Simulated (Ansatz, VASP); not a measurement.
# Cd: VASP beside Ansatz

File INCAR:

```
SYSTEM = Cd
PREC = Accurate ; ENCUT = 520
EDIFF = 1E-7 ; ISMEAR = -1
SIGMA = 0.08 ; LREAL = .FALSE.
LASPH = .TRUE. ; NELM = 80
ALGO = Normal ; ISIF = 2
LWAVE = .FALSE. ; LCHARG = .FALSE.
GGA = PE ; NBANDS = 19
```

Contents of KPOINTS:

```
regular mesh
0
G
  12 12 12
  0 0 0
```

The input POSCAR:

```
Cd
1.0
    0.0000000000      2.6888564781      2.6888564781
    2.6888564781      0.0000000000      2.6888564781
    2.6888564781      2.6888564781      0.0000000000
Cd
2
Direct
   -0.1250000000     -0.1250000000     -0.1250000000
    0.1250000000      0.1250000000      0.1250000000
```

Input for Ansatz:

```yaml
crystal:
  lattice:
    - [0.0, 2.6888564781, 2.6888564781]
    - [2.6888564781, 0.0, 2.6888564781]
    - [2.6888564781, 2.6888564781, 0.0]
  atoms:
    - { symbol: Cd, position: [-0.125, -0.125, -0.125] }
    - { symbol: Cd, position: [0.125, 0.125, 0.125] }
kpoints:
  mp_grid: { grid: [12, 12, 12] }
  band_path:
    path:
      - [0.0, 0.0, 0.0]
      - [0.5, 0.0, 0.5]
      - [0.625, 0.25, 0.625]
      - [0.375, 0.375, 0.75]
      - [0.0, 0.0, 0.0]
      - [0.5, 0.5, 0.5]
      - [0.5, 0.25, 0.75]
      - [0.5, 0.0, 0.5]
    npoints: 8
scf:
  occupations: { method: fermi_dirac, width: 0.08 }
hamiltonian:
  xc: pbe
  pseudopotentials: { kind: paw }
output:
  forces: true
  stress: true
  eigenvalues: true
  populations: true
  dos: { projected: true, de: 0.2, e_range: [-14, 8] }
  write_density: true
  write_potential: true
  elf: true
  volumetric_format: npy
```

Change from the starting cell: volume scaled by 0.52, PAW files.

Alike in both runs: task single point; functional PBE; k mesh 12 × 12 × 12; occupations fermi-dirac, width 0.08 eV; no spin polarisation.

|  | VASP | Ansatz |
| --- | --- | --- |
| version | VASP 6.6.1 | Ansatz 0.2.0 |
| potentials or method | VASP PAW PBE potentials, release 64 (Cd) | PAW with Ansatz's default frozen-core files, scalar-relativistic |
| plane-wave cutoff (eV) | 520 | 420 |
| valence electrons in the cell | 24 | 40 |

VASP gave:

| Item | Value |
| --- | --- |
| pressure (GPa) | 66.1 |

Question: What did Ansatz give for the same quantities?

Answer: Pressure (GPa): 63.3.

Both programs put the cell under a high pressure, so it lies far from rest at this level. With one functional, cell and mesh, what is left measures potentials, basis and numerics. VASP's potentials hold 24 valence electrons a cell and Ansatz's 40, so a difference there can come from the potentials and not from the codes.

Noted on VASP's run: the cell as given lies far from equilibrium.
